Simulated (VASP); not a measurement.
Here is a VASP 6.6.1 calculation.

The input INCAR:

```
SYSTEM = Be
ALGO     = Normal         ! electronic algorithm
EDIFF    = 1E-6           ! SCF threshold, eV
ENCUT    = 520            ! plane-wave cutoff, eV
GGA      = PE             ! functional
ISIF     = 2              ! what is computed and relaxed
ISMEAR   = 0              ! smearing method
LASPH    = .True.         ! aspherical terms in the spheres
LCHARG   = .True.         ! write CHGCAR
LELF     = .True.         ! ELF
LREAL    = .False.        ! projectors in reciprocal space
LVHAR    = .True.       
LWAVE    = .False.        ! write WAVECAR
NBANDS   = 18             ! bands
NELM     = 100            ! most SCF steps
PREC     = Accurate       ! precision mode
SIGMA    = 0.1            ! smearing width, eV
```

File KPOINTS:

```
k-points
0
Gamma
  8 8 8
  0 0 0
```

File POSCAR:

```
Be
1.0
   -3.7536971732      0.0000000000      2.2748541598
    3.7536971732      0.0000000000      2.2748541598
    0.0000000000      3.7536971732     -2.2748541598
Be
8
Direct
    0.0000000000      0.2981513128      0.2981513128
    0.5000000000      0.7981513128      0.2981513128
    0.5000000000      0.2018486872      0.7018486872
    0.0000000000      0.7018486872      0.7018486872
    0.5481513128      0.7500000000      0.7981513128
    0.0481513128      0.2500000000      0.7981513128
    0.9518486872      0.7500000000      0.2018486872
    0.4518486872      0.2500000000      0.2018486872
```

Potentials or basis: VASP PAW PBE potentials, release 64 (Be).

Launch:

```bash
$ cat potpaw_PBE.64/Be/POTCAR > POTCAR
$ mpirun -np 1 vasp_std > vasp.out
```

Question: Estimate the band gap on the k mesh.

Answer: Zero (band 8 reaches 7.79 eV, above the bottom of band 9 at 5.71 eV).

Question: Estimate the pressure.

Answer: 0.1 GPa.

Question: Predict the largest force.

Answer: 0.018 eV/Å.

Stress tensor (GPa, compression positive):
```
0.07 0.00 0.00
0.00 0.07 0.00
0.00 0.00 0.18
```
